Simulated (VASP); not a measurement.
A run of VASP 6.6.1 is set up as follows.

Contents of INCAR:

```
PREC = Accurate
ENCUT = 520
EDIFF = 1E-7
ISMEAR = -1
SIGMA = 0.05
LREAL = F
LASPH = T
NELM = 100
ALGO = Normal
ISIF = 2
LWAVE = F
LCHARG = F
GGA = PS
NBANDS = 17
```

Contents of KPOINTS:

```
Automatic mesh
0
Gamma
  17 17 10
```

Contents of POSCAR:

```
Pt
1.0
    2.7287068120      0.0000000000      0.0000000000
   -1.3643534060      2.3631294186      0.0000000000
    0.0000000000      0.0000000000      4.6946395251
Pt
2
Direct
    0.3333333333      0.6666666667      0.2500000000
    0.6666666667      0.3333333333      0.7500000000
```

Potentials or basis: VASP PAW PBE potentials, release 64 (Pt).

Command:

```bash
$ cat potpaw_PBE.64/Pt/POTCAR > POTCAR
$ mpirun -np 1 vasp_std > vasp.out
```

Q: Estimate the pressure.

A: -0.4 GPa.

Q: Predict the band gap on the k mesh.

A: Zero (band 10 reaches 11.47 eV, above the bottom of band 11 at 10.14 eV).

Stress tensor (GPa, compression positive):
```
-0.35  0.00  0.00
 0.00 -0.35  0.00
 0.00  0.00 -0.50
```

Caveat: the PAW data sets were made with another functional, which shifts forces and pressure a little; spin-orbit coupling is left out, which moves the levels of the heavy elements.
